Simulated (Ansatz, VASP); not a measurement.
# Ru in VASP and in Ansatz

```
CELL_PARAMETERS angstrom
2.72074 0.00000 0.00000
-1.36037 2.35623 0.00000
0.00000 0.00000 26.74010
ATOMIC_POSITIONS crystal
Ru 0.83333 0.16667 0.30198
Ru 0.16667 0.83333 0.37903
Ru 0.83333 0.16667 0.45937
Ru 0.16667 0.83333 0.54063
Ru 0.83333 0.16667 0.62097
Ru 0.16667 0.83333 0.69802
```

Alike in both runs: functional PBE; k mesh 14 × 14 × 1; occupations fermi-dirac, width 0.08 eV; no spin polarisation.

Ansatz relaxed the structure, and its values are those at the end. VASP's run is a single point on that final structure, the one shown.

```csv
,VASP,Ansatz
version,VASP 6.6.1,Ansatz 0.2.0
potentials or method,"VASP PAW PBE potentials, release 64 (Ru_pv), cutoff 520 eV","all-electron LAPW, scalar-relativistic"
```

Ansatz gave:

| Item | Value |
| --- | --- |
| rms of the force components (eV/Å) | 0.001 |

Q: Which values does VASP return?

A: rms of the force components (eV/Å): 0.005.

Ansatz ran all-electron here, and VASP with PAW potentials.
